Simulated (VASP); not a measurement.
Here is a VASP 6.6.1 calculation.

INCAR

```
PREC = Accurate
ENCUT = 520
EDIFF = 1E-7
ISMEAR = 0
SIGMA = 0.05
LREAL = False
LASPH = True
NELM = 150
ALGO = Normal
ISIF = 2
LWAVE = False
LCHARG = False
ISPIN = 2
MAGMOM = 0.05
LORBIT = 11
LMAXMIX = 6
GGA = PS
NBANDS = 16
```

The input KPOINTS:

```
Automatic mesh
0
Gamma
  14 14 14
```

File POSCAR:

```
Ce
1.0
    0.0000000000      2.2855618048      2.2855618048
    2.2855618048      0.0000000000      2.2855618048
    2.2855618048      2.2855618048      0.0000000000
Ce
1
Direct
    0.0000000000      0.0000000000      0.0000000000
```

Potentials or basis: VASP PAW PBE potentials, release 64 (Ce).

The run is started by

```bash
$ cat potpaw_PBE.64/Ce/POTCAR > POTCAR
$ mpirun -np 1 vasp_std > vasp.out
```

(1) Estimate the net moment.

(2) Estimate the band gap on the k mesh.

(3) Predict the pressure.

Answers

(1) 0.00 μB per cell.

(2) zero (filled and empty bands overlap).

(3) -0.2 GPa.

Caveat: the magnetic or orbital state may not be the lowest; the PAW data sets were made with another functional, which shifts forces and pressure a little; spin-orbit coupling is left out, which moves the levels of the heavy elements; semilocal functionals describe open f shells poorly, which spoils levels, moments and volumes.
